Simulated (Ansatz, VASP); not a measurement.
# BAs2 in VASP and in Ansatz

INCAR

```
PREC = Accurate
ENCUT = 520
EDIFF = 1E-6
ISMEAR = 0
SIGMA = 0.1
LREAL = False
LASPH = True
NELM = 80
ALGO = Normal
ISIF = 2
LWAVE = False
LCHARG = False
GGA = PE
NBANDS = 14
```

KPOINTS

```
regular mesh
0
Gamma
  6 6 6
```

POSCAR

```
BAs2
1.0
    1.4958357852      0.8636211932      5.7916497454
   -1.4958357852      0.8636211932      5.7916497454
    0.0000000000     -1.7272423865      5.7916497454
B As
1 2
Direct
    0.0000000000      0.0000000000      0.0000000000
    0.7484000000      0.7484000000      0.7484000000
    0.5849000000      0.5849000000      0.5849000000
```

Input for Ansatz:

```yaml
crystal:
  lattice:
    - [1.4958357852, 0.8636211932, 5.7916497454]
    - [-1.4958357852, 0.8636211932, 5.7916497454]
    - [0.0, -1.7272423865, 5.7916497454]
  atoms:
    - { symbol: B, position: [0.0, 0.0, 0.0] }
    - { symbol: As, position: [0.7484, 0.7484, 0.7484] }
    - { symbol: As, position: [0.5849, 0.5849, 0.5849] }
basis:
  ecutwfc: 420
kpoints:
  mp_grid: { grid: [6, 6, 6] }
hamiltonian:
  xc: pbe
scf:
  occupations: { method: gaussian, width: 0.1 }
  lower_state_search: "off"
output:
  forces: true
  stress: true
  eigenvalues: true
```

Alike in both runs: task single point; functional PBE; k mesh 6 × 6 × 6; occupations gaussian, width 0.1 eV; no spin polarisation.

```csv
,VASP,Ansatz
version,VASP 6.6.1,Ansatz 0.2.0
potentials or method,"VASP PAW PBE potentials, release 64 (B, As), cutoff 520 eV","scalar-relativistic, plane waves, PAW"
valence electrons in the cell,13,33
```

VASP gave:

- gap on the k mesh at the Fermi level (eV): none
- pressure (GPa): 8.1
- traceless stress, the component that is largest in VASP (GPa): -13.08
- rms of the force components (eV/Å): 0.420

Task: What did Ansatz give for the same quantities?

Result: gap on the k mesh at the Fermi level (eV): none; pressure (GPa): 7.7; traceless stress, the component that is largest in VASP (GPa): -13.15; rms of the force components (eV/Å): 0.440.

Atom by atom the forces differ by 0.020 eV/Å (rms over components). A gap of «none» marks a metal or a gap that the smearing closes. VASP's potentials hold 13 valence electrons a cell and Ansatz's 33, so a difference there can come from the potentials and not from the codes.

The k mesh is coarse, so the values compare programs but aren't converged.
